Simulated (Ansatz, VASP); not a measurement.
## Two plane-wave programs on Ir

```
CELL_PARAMETERS angstrom
0.00000 -1.90541 -1.90541
0.00000 1.90541 -1.90541
3.81081 0.00000 0.00000
ATOMIC_POSITIONS crystal
Ir 0.51008 0.48992 0.47754
Ir 0.98992 0.01008 0.02246
```

Change from the starting cell: mode 4 frozen in at -0.038 Å and mode 6 at -0.086 Å (largest displacements).

Alike in both runs: task single point; functional LDA; k mesh 16 × 16 × 12; occupations gaussian, width 0.15 eV; no spin polarisation.

```csv
,VASP,Ansatz
version,VASP 6.6.1,Ansatz 0.2.0
potentials or method,"VASP PAW LDA potentials, release 64 (Ir), cutoff 520 eV","scalar-relativistic, plane waves, PAW"
valence electrons in the cell,18,34
```

```csv
,VASP,Ansatz,Ansatz less VASP
gap on the k mesh at the Fermi level (eV),none,none,-
pressure (GPa),9.8,7.0,-2.78
"traceless stress, the component that is largest in VASP (GPa)",4.92,4.88,-0.038
rms of the force components (eV/Å),1.552,1.502,-0.0494
```

Ansatz warns that its potentials were made for another functional, while VASP's fit it. LDA's correlation is that of Perdew and Zunger in VASP and of Perdew and Wang (1992) in Ansatz. Atom by atom the forces differ by 0.050 eV/Å (rms over components). A gap of «none» marks a metal or a gap that the smearing closes. VASP's potentials hold 18 valence electrons a cell and Ansatz's 34, so a difference there can come from the potentials and not from the codes.

Neither program's run includes spin-orbit coupling.
